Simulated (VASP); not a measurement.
# GaSi16 (a cell with a defect) in VASP: a series of runs

Runs on GaSi16 (a cell with a defect). Level: LDA. Tasks: single point.

All numbers are computed with VASP 6.6.1; they aren't measurements. Logs are shortened: lines on timing, memory, paths and dates and some standing lists are left out, and cuts for length are marked.

**1. The cell of the first run**

The cell holds a defect, 17 atoms: a = 7.679 Å, b = 7.679 Å, c = 7.679 Å, α = 60.00°, β = 60.00°, γ = 60.00°.

**2. Single point, LDA, collinear spin, zero start**

INCAR reads:

```
SYSTEM = GaSi16
  ALGO = Normal
  EDIFF = 1E-7
  ENCUT = 520
  GGA = CA
  ISIF = 2
  ISMEAR = -1
  ISPIN = 2
  LASPH = .True.
  LCHARG = .False.
  LORBIT = 11
  LREAL = Auto
  LWAVE = .False.
  MAGMOM = 0 0 0 0 0 0 0 0 0 0 0 0 0 0 0 0 0
  NBANDS = 56
  NELM = 150
  PREC = Accurate
  SIGMA = 0.02
```

KPOINTS reads:

```
k-points
0
Gamma
  2 2 2
  0 0 0
```

POSCAR reads:

```
GaSi16
1.0
    0.0000000000      5.4300000000      5.4300000000
    5.4300000000      0.0000000000      5.4300000000
    5.4300000000      5.4300000000      0.0000000000
Si Ga
16 1
Direct
    0.0004484346     -0.0009268877     -0.0006548803
    0.1208326888      0.1200420810      0.1201853591
   -0.0025790976     -0.0030234807      0.5022111418
    0.1210630755      0.1203271639      0.6371807551
   -0.0025260589      0.5020466851     -0.0029113260
    0.1211089319      0.6369113260      0.1205197974
   -0.0024989871      0.5022341621      0.5024113260
    0.1290368324      0.6233500921      0.6234661142
    0.5030045120     -0.0032581031     -0.0031978821
    0.6382790055      0.1201436464      0.1202806630
    0.5029681400     -0.0030001842      0.5022292818
    0.6238408840      0.1287764273      0.6231545120
    0.5029866483      0.5020778085     -0.0029026703
    0.6238817680      0.6230790055      0.1287946593
    0.5000908840      0.4997628913      0.4997991713
    0.6238137201      0.6233980663      0.6234923573
    0.2505090239      0.2489935543      1.2492889503
```

Potentials or basis: VASP PAW LDA potentials, release 64 (Si, Ga_d).

Launch:

```console
cat potpaw_LDA.64/Si/POTCAR potpaw_LDA.64/Ga_d/POTCAR > POTCAR
mpirun -np 1 vasp_std > vasp.out
```

OUTCAR:

```text
SYSTEM = GaSi16
   EDIFF = 1E-7
   ENCUT = 520
   GGA = CA
   ISIF = 2
   ISMEAR = -1
   ISPIN = 2
   LASPH = .True.
   LORBIT = 11
   LREAL = Auto
   NELM = 150
   PREC = Accurate

 ion  position               nearest neighbor table
   1  0.000  0.999  0.999-   6 2.27   4 2.27  10 2.27   2 2.27
   2  0.121  0.120  0.120-   1 2.27   5 2.40   3 2.40   9 2.40  17 2.43
   3  0.997  0.997  0.502-  12 2.34   8 2.34   4 2.40   2 2.40  17 2.74
   4  0.121  0.120  0.637-   1 2.27   7 2.40  11 2.40   3 2.40  17 2.43
   5  0.997  0.502  0.997-  14 2.34   8 2.34   6 2.40   2 2.40  17 2.74
   6  0.121  0.637  0.121-   1 2.27  13 2.39   7 2.39   5 2.40  17 2.43
   7  0.998  0.502  0.502-  16 2.34   8 2.34   6 2.39   4 2.40  17 2.75
   8  0.129  0.623  0.623-  15 2.33   5 2.34   3 2.34   7 2.34
   9  0.503  0.997  0.997-  12 2.34  14 2.34  10 2.40   2 2.40  17 2.74
  10  0.638  0.120  0.120-   1 2.27  13 2.40  11 2.40   9 2.40  17 2.43
  11  0.503  0.997  0.502-  12 2.34  16 2.34   4 2.40  10 2.40  17 2.74
  12  0.624  0.129  0.623-  15 2.33  11 2.34   3 2.34   9 2.34
  13  0.503  0.502  0.997-  14 2.34  16 2.34   6 2.39  10 2.40  17 2.75
  14  0.624  0.623  0.129-  15 2.33   5 2.34  13 2.34   9 2.34
  15  0.500  0.500  0.500-  12 2.33  14 2.33  16 2.33   8 2.33
  16  0.624  0.623  0.623-  15 2.33  11 2.34  13 2.34   7 2.34
  17  0.251  0.249  0.249-   2 2.43  10 2.43   4 2.43   6 2.43   9 2.74   3 2.74   5 2.74  11 2.74
                            13 2.75   7 2.75

  LATTYP: Found a face centered cubic cell.
 ALAT       =    10.8600000000

  Lattice vectors:

 A1 = (   0.0000000000,   5.4300000000,   5.4300000000)
 A2 = (   5.4300000000,   0.0000000000,   5.4300000000)
 A3 = (   5.4300000000,   5.4300000000,   0.0000000000)

Analysis of symmetry for initial positions (statically):
=====================================================================
 Subroutine PRICEL returns:
 Original cell was already a primitive cell.

 Routine SETGRP: Setting up the symmetry group for a
 face centered cubic supercell.

 Subroutine GETGRP returns: Found  1 space group operations
 (whereof  1 operations were pure point group operations)
 out of a pool of 48 trial point group operations.

The static configuration has the point symmetry C_1 .

Analysis of symmetry for dynamics (positions and initial velocities):
=====================================================================
 Subroutine PRICEL returns:
 Original cell was already a primitive cell.

 Routine SETGRP: Setting up the symmetry group for a
 face centered cubic supercell.

 Subroutine GETGRP returns: Found  1 space group operations
 (whereof  1 operations were pure point group operations)
[... 174 lines left out ...]
  ---------------------------------------------------
  free energy    TOTEN  =       -95.44239541 eV

  energy without entropy =      -95.43519171  energy(sigma->0) =      -95.43879356

 E-fermi :   6.7307     XC(G=0):  -9.9176

 val. band max:        6.7300849496   @ k =   0.0000   0.0000   0.0000
 cond. band min:       6.7317446253   @ k =   0.0000   0.0000   0.0000
 fundamental gap:      0.0016596757
 Fermi energy:         6.7307403812

 spin component 1

 k-point     1 :       0.0000    0.0000    0.0000
  band No.  band energies     occupation
      1      -8.9145      1.00000
      2      -8.9145      1.00000
      3      -8.9143      1.00000
      4      -8.8937      1.00000
      5      -8.8934      1.00000
      6      -6.2277      1.00000
[... 413 lines left out ...]
     49      10.1734      0.00000
     50      10.3503      0.00000
 Fermi energy:         6.7307403812

 spin component 2

 k-point     1 :       0.0000    0.0000    0.0000
  band No.  band energies     occupation
      1      -8.9145      1.00000
      2      -8.9145      1.00000
      3      -8.9143      1.00000
      4      -8.8937      1.00000
      5      -8.8934      1.00000
      6      -6.2277      1.00000
[... 413 lines left out ...]
     49      10.1734      0.00000
     50      10.3503      0.00000
 [bands above 50 left out]

------------------------ aborting loop because EDIFF is reached ----------------------------------------

  FORCE on cell =-STRESS in cart. coord.  units (eV):
  Direction    XX          YY          ZZ          XY          YZ          ZX
  --------------------------------------------------------------------------------------
  -------------------------------------------------------------------------------------
  Total        4.8128694      4.8371533      4.8370711     -0.0006747      0.0053949     -0.0002921
  in kB       24.0815908     24.2030977     24.2026860     -0.0033761      0.0269940     -0.0014616
  external PRESSURE =      24.1624582 kB  Pullay stress =       0.0000000 kB

 VOLUME and BASIS-vectors are now :
 -----------------------------------------------------------------------------
  energy-cutoff  :      520.00
  volume of cell :      320.21
      direct lattice vectors                 reciprocal lattice vectors
     0.000000000  5.430000000  5.430000000    -0.092081031  0.092081031  0.092081031
     5.430000000  0.000000000  5.430000000     0.092081031 -0.092081031  0.092081031
     5.430000000  5.430000000  0.000000000     0.092081031  0.092081031 -0.092081031

 POSITION                                       TOTAL-FORCE (eV/Angst)
 -----------------------------------------------------------------------------------
     10.85141      5.42888      5.42740         0.005328      0.001158      0.002467
      1.30443      1.30873      1.30795        -0.001124     -0.000717     -0.000353
      8.14059      8.14300     10.82958        -0.003754      0.002563      0.004745
      4.11327      4.11726      1.31075         0.002745     -0.001161     -0.001206
      8.14030     10.83047      8.14240        -0.002511      0.003907      0.001942
      4.11285      1.31204      4.11605         0.002231     -0.001711     -0.000753
[... 9 lines left out ...]
      6.77062      6.77287      6.77236        -0.001555      0.003826      0.003087
      2.70567      2.71390      2.71230         0.004563     -0.000176      0.000199
 -----------------------------------------------------------------------------------
    total drift:                               -0.012784     -0.004920     -0.003321

  FREE ENERGIE OF THE ION-ELECTRON SYSTEM (eV)
  ---------------------------------------------------
  free  energy   TOTEN  =       -95.4423954094 eV

  energy  without entropy=      -95.4351917148  energy(sigma->0) =      -95.43879356

 total charge

# of ion       s       p       d       tot
------------------------------------------
    1        0.762   1.007   0.000   1.769
    2        0.764   0.948   0.000   1.712
    3        0.753   0.935   0.000   1.688
    4        0.763   0.949   0.000   1.712
    5        0.753   0.935   0.000   1.688
    6        0.763   0.949   0.000   1.712
[... 9 lines left out ...]
   16        0.753   0.960   0.000   1.713
   17        1.099   0.730  10.059  11.888
--------------------------------------------------
tot         13.186  15.957  10.059  39.202

 magnetization (x)

# of ion       s       p       d       tot
------------------------------------------
    1        0.000  -0.000   0.000  -0.000
    2        0.000  -0.000   0.000   0.000
    3       -0.000  -0.000   0.000  -0.000
    4       -0.000  -0.000   0.000  -0.000
    5       -0.000  -0.000   0.000  -0.000
    6       -0.000  -0.000   0.000  -0.000
[... 9 lines left out ...]
   16        0.000   0.000   0.000   0.000
   17       -0.000   0.000   0.000   0.000
--------------------------------------------------
tot          0.000  -0.000   0.000   0.000
```

OSZICAR:

```text
N       E                     dE             d eps       ncg     rms          rms(c)
DAV:   1     0.332457904451E+03    0.33246E+03   -0.29357E+04  1792   0.126E+03
DAV:   2    -0.481518592690E+02   -0.38061E+03   -0.35110E+03  2056   0.247E+02
DAV:   3    -0.953015109588E+02   -0.47150E+02   -0.44626E+02  2152   0.899E+01
DAV:   4    -0.975904813241E+02   -0.22890E+01   -0.22539E+01  2320   0.189E+01
DAV:   5    -0.976705566304E+02   -0.80075E-01   -0.79631E-01  2368   0.347E+00    0.147E+01
DAV:   6    -0.961055826705E+02    0.15650E+01   -0.96489E-01  2360   0.530E+00    0.876E+00
DAV:   7    -0.954425542882E+02    0.66303E+00   -0.15563E+00  2184   0.386E+00    0.725E-01
DAV:   8    -0.954424392271E+02    0.11506E-03   -0.13412E-01  2376   0.225E+00    0.393E-01
DAV:   9    -0.954423569884E+02    0.82239E-04   -0.66230E-03  2528   0.434E-01    0.227E-01
DAV:  10    -0.954423532667E+02    0.37216E-05   -0.69725E-04  2496   0.112E-01    0.132E-01
DAV:  11    -0.954423903874E+02   -0.37121E-04   -0.11757E-04  2384   0.688E-02    0.627E-02
DAV:  12    -0.954423958753E+02   -0.54879E-05   -0.15344E-05  2416   0.168E-02    0.157E-02
DAV:  13    -0.954423952452E+02    0.63004E-06   -0.37786E-06  2424   0.820E-03    0.440E-03
DAV:  14    -0.954423953865E+02   -0.14121E-06   -0.42756E-07  2136   0.273E-03    0.183E-03
DAV:  15    -0.954423954094E+02   -0.22975E-07   -0.33293E-08  1360   0.780E-04
   1 F= -.95442395E+02 E0= -.95438794E+02  d E =-.720369E-02  mag=    -0.0000
```

Wall time 6.5 min (1 thread of Intel Xeon Platinum 8488C (Sapphire Rapids), shared host); peak memory 0.49 GiB.

What came out:

* Free energy: -95.4424 eV
* Pressure: 2.4 GPa
* Largest force: 0.007 eV/Å
* Net moment: 0.00 μB per cell
* Valence electrons inside the program's atomic spheres: Si 1.77, 1.71, 1.69, 1.72; Ga 11.89

Forces in eV/Å, atoms in the order of the input:
```
Si   0.005  0.001  0.002
Si  -0.001 -0.001  0.000
Si  -0.004  0.003  0.005
Si   0.003 -0.001 -0.001
Si  -0.003  0.004  0.002
Si   0.002 -0.002 -0.001
Si  -0.006  0.001  0.000
Si  -0.001 -0.005 -0.004
Si   0.007  0.000 -0.002
Si  -0.003  0.001  0.001
Si  -0.003 -0.005 -0.002
Si  -0.001  0.005 -0.005
Si  -0.001 -0.001 -0.004
Si  -0.001 -0.005  0.005
Si   0.004 -0.001  0.001
Si  -0.002  0.004  0.003
Ga   0.005  0.000  0.000
```

Caveat: the k points lie up to 0.50 Å⁻¹ apart.

(Continued in part 2 of 2.)
